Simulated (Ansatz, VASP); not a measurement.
**Two plane-wave programs on Ti3Al**

```
CELL_PARAMETERS angstrom
3.07752 0.00000 0.00000
-1.53876 2.66521 0.00000
0.00000 0.00000 8.58936
ATOMIC_POSITIONS crystal
Ti 0.66667 0.33333 0.00000
Ti 0.33333 0.66667 0.75046
Ti 0.33333 0.66667 0.24954
Al 0.66667 0.33333 0.50000
```

Alike in both runs: task single point; functional PBE; k mesh 18 × 18 × 6; occupations gaussian, width 0.15 eV; no spin polarisation.

|  | VASP | Ansatz |
| --- | --- | --- |
| version | VASP 6.6.1 | Ansatz 0.2.0 |
| potentials or method | VASP PAW PBE potentials, release 64 (Ti_sv, Al), cutoff 520 eV | scalar-relativistic, plane waves, PAW |
| valence electrons in the cell | 39 | 39 |

Ansatz gave:

| Item | Value |
| --- | --- |
| gap on the k mesh at the Fermi level (eV) | none |
| pressure (GPa) | -1.3 |
| traceless stress, the component that is largest in VASP (GPa) | 10.64 |
| rms of the force components (eV/Å) | 0.023 |

Problem. What did VASP give for the same quantities?

Solution. gap on the k mesh at the Fermi level (eV): none; pressure (GPa): -1.4; traceless stress, the component that is largest in VASP (GPa): 10.62; rms of the force components (eV/Å): 0.026.

Atom by atom the forces differ by 0.003 eV/Å (rms over components). A gap of «none» marks a metal or a gap that the smearing closes.
